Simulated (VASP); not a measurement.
Co:

```
CELL_PARAMETERS angstrom
0.00000 1.75624 1.75624
1.75624 0.00000 1.75624
1.75624 1.75624 0.00000
ATOMIC_POSITIONS crystal
Co 0.00000 0.00000 0.00000
```

This isn't the form of Co at room conditions, which is hcp.

Base run:

```yaml
Program: VASP 6.6.1
Functional: r2SCAN
Potentials_or_basis: VASP PAW PBE potentials, release 64 (Co)
Cutoff: 520 eV
k_mesh: 20 × 20 × 20
Occupations: gaussian, width 0.05 eV
Spin: collinear spin, ferromagnetic start
Starting_moments: "[2.14] μB"
```

Its results: pressure 0.0 GPa.

Task: The run is repeated on the same cell with these changes: spin from collinear spin, ferromagnetic start to no spin polarisation; further incar settings from ALGO = Normal; EDIFF = 1e-06; NBANDS = 14 to ALGO = Normal; EDIFF = 1e-06; NBANDS = 10. What comes out?

Result: Pressure -20.0 GPa.

Caveats: the PAW data sets were made with another functional, which shifts forces and pressure a little; the cell stands under tension (at least some runs).
